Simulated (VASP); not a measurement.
Here is a VASP 6.6.1 calculation.

INCAR

```
  ALGO = Fast
  EDIFF = 1E-7
  ENCUT = 520
  GGA = PS
  ISIF = 2
  ISMEAR = 0
  LASPH = T
  LCHARG = F
  LREAL = F
  LWAVE = F
  NBANDS = 17
  NELM = 80
  PREC = Accurate
  SIGMA = 0.1
```

File KPOINTS:

```
k-points
0
Gamma
  12 12 8
```

The input POSCAR:

```
Ca
1.0
    4.0299743332      0.0000000000      0.0000000000
    0.0000000000      3.8141823627      0.0000000000
    0.0000000000      0.0000000000      5.3870136656
Ca
2
Direct
    0.0000000000      0.0000000000      0.5000000000
    0.5000000000      0.5000000000      0.0000000000
```

Potentials or basis: VASP PAW PBE potentials, release 64 (Ca_sv).

Launch:

```sh
$ cat potpaw_PBE.64/Ca_sv/POTCAR > POTCAR
$ mpirun -np 1 vasp_std > vasp.out
```

(1) Estimate the pressure.

(2) Estimate the band gap on the k mesh.

Answers

(1) -0.4 GPa.

(2) zero (bands 10 and 11 overlap by 0.45 eV).

Caveat: the cell differs from its parent crystal (uniaxial strain along a: +4.5 %); the PAW data sets were made with another functional, which shifts forces and pressure a little.
